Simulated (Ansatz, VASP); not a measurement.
**One calculation of Pd, two programs**

Contents of POSCAR:

```
Pd
1.0
    0.0000000000      1.9558504376      1.9558504376
    1.9558504376      0.0000000000      1.9558504376
    1.9558504376      1.9558504376      0.0000000000
Pd
1
Direct
    0.0000000000      0.0000000000      0.0000000000
```

INCAR.step1

```
SYSTEM = Pd
PREC     = Accurate       ! precision mode
ENCUT    = 520            ! plane-wave cutoff, eV
ISMEAR   = -1             ! smearing method
SIGMA    = 0.1            ! smearing width, eV
LREAL    = .False.        ! projectors in reciprocal space
LASPH    = .True.         ! aspherical terms in the spheres
NELM     = 80             ! most SCF steps
NBANDS   = 11             ! bands
GGA      = PE             ! functional
ALGO     = Normal         ! electronic algorithm
EDIFF    = 1E-4           ! SCF threshold, eV
LWAVE    = .True.         ! write WAVECAR
LCHARG   = .False.        ! write CHGCAR
```

The input INCAR.step2:

```
SYSTEM = Pd
PREC     = Accurate       ! precision mode
ENCUT    = 520            ! plane-wave cutoff, eV
EDIFF    = 1E-7           ! SCF threshold, eV
ISMEAR   = -1             ! smearing method
SIGMA    = 0.1            ! smearing width, eV
LREAL    = .False.        ! projectors in reciprocal space
LASPH    = .True.         ! aspherical terms in the spheres
NELM     = 80             ! most SCF steps
ALGO     = Normal         ! electronic algorithm
ISIF     = 2              ! what is computed and relaxed
LWAVE    = .False.        ! write WAVECAR
LCHARG   = .True.         ! write CHGCAR
METAGGA  = R2SCAN         ! meta-GGA
LMIXTAU  = .True.       
LELF     = .True.         ! ELF
LVHAR    = .True.       
NBANDS   = 11             ! bands
ISTART   = 1
```

File KPOINTS:

```
regular mesh
0
Gamma
  11 11 11
  0 0 0
```

Input for Ansatz:

```yaml
crystal:
  lattice:
    - [0.0, 1.9558504376, 1.9558504376]
    - [1.9558504376, 0.0, 1.9558504376]
    - [1.9558504376, 1.9558504376, 0.0]
  atoms:
    - { symbol: Pd, position: [0.0, 0.0, 0.0] }
hamiltonian:
  xc: r2scan
  pseudopotentials:
    kind: paw
    azcp:
      Pd: "pseudopotentials/Pd.paw.azcp"
basis:
  ecutwfc: 500
  fft_grid_basis: typed
kpoints:
  mp_grid: { grid: [11, 11, 11], shift: [0, 0, 0] }
magnetization:
  spin_polarized: false
scf:
  occupations: { method: fermi_dirac, width: 0.1 }
  lower_state_search: "off"
output:
  stress: true
  write_density: true
  write_potential: true
  elf: true
  volumetric_format: npy
```

Alike in both runs: task single point; functional r2SCAN; k mesh 11 × 11 × 11; occupations fermi-dirac, width 0.1 eV; no spin polarisation.

|  | VASP | Ansatz |
| --- | --- | --- |
| version | VASP 6.6.1 | Ansatz 0.2.0 |
| potentials or method | VASP PAW PBE potentials, release 64 (Pd), cutoff 520 eV | plane waves (500 eV) with PAW, scalar-relativistic |
| valence electrons in the cell | 10 | 18 |

```tsv
	VASP	Ansatz	Ansatz less VASP
pressure (GPa)	0.8	0.1	-0.68
```

VASP's potentials were made for PBE, not for r2SCAN. VASP's potentials hold 10 valence electrons a cell and Ansatz's 18, so a difference there can come from the potentials and not from the codes.
